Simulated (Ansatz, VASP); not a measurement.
# ZnSnS2: VASP beside Ansatz

File INCAR:

```
PREC = Accurate ; ENCUT = 520
EDIFF = 1E-7 ; ISMEAR = 0
SIGMA = 0.1 ; LREAL = False
LASPH = True ; NELM = 100
ALGO = Normal ; ISIF = 2
LWAVE = False ; LCHARG = False
GGA = PE ; NBANDS = 27
```

The input KPOINTS:

```
Automatic mesh
0
Gamma
  4 4 6
```

File POSCAR:

```
ZnSnS2
1.0
    5.2283546400      0.0000000000      0.0000000000
    0.0000000000      5.2283546400      0.0000000000
    0.0000000000      0.0000000000      2.6950338900
Zn Sn S
1 1 2
Direct
    0.0000000000      0.0000000000      0.0000000000
    0.5000000000      0.5000000000      0.5000000000
    0.5000000000      0.0000000000      0.0000000000
    0.0000000000      0.5000000000      0.0000000000
```

Input for Ansatz:

```yaml
crystal:
  lattice:
    - [5.22835464, 0.0, 0.0]
    - [0.0, 5.22835464, 0.0]
    - [0.0, 0.0, 2.69503389]
  atoms:
    - { symbol: Zn, position: [0.0, 0.0, 0.0] }
    - { symbol: Sn, position: [0.5, 0.5, 0.5] }
    - { symbol: S, position: [0.5, 0.0, 0.0] }
    - { symbol: S, position: [0.0, 0.5, 0.0] }
basis:
  ecutwfc: 420
kpoints:
  mp_grid: { grid: [4, 4, 6] }
hamiltonian:
  xc: pbe
scf:
  occupations: { method: gaussian, width: 0.1 }
  lower_state_search: "off"
output:
  forces: true
  stress: true
  eigenvalues: true
```

Alike in both runs: task single point; functional PBE; k mesh 4 × 4 × 6; occupations gaussian, width 0.1 eV; no spin polarisation.

```csv
,VASP,Ansatz
version,VASP 6.6.1,Ansatz 0.2.0
potentials or method,"VASP PAW PBE potentials, release 64 (Zn, Sn_d, S), cutoff 520 eV","scalar-relativistic, plane waves, PAW"
valence electrons in the cell,38,38
```

Ansatz gave:

| Quantity | Value |
| --- | --- |
| gap on the k mesh at the Fermi level (eV) | none |
| pressure (GPa) | 10.3 |
| traceless stress, the component that is largest in VASP (GPa) | 18.61 |

Problem. Which values does VASP return?

Solution. gap on the k mesh at the Fermi level (eV): none; pressure (GPa): 10.3; traceless stress, the component that is largest in VASP (GPa): 18.58.

A gap of «none» marks a metal or a gap that the smearing closes. With one functional, cell and mesh, what is left measures potentials, basis and numerics.

The k mesh is coarse, so the values compare programs but aren't converged.
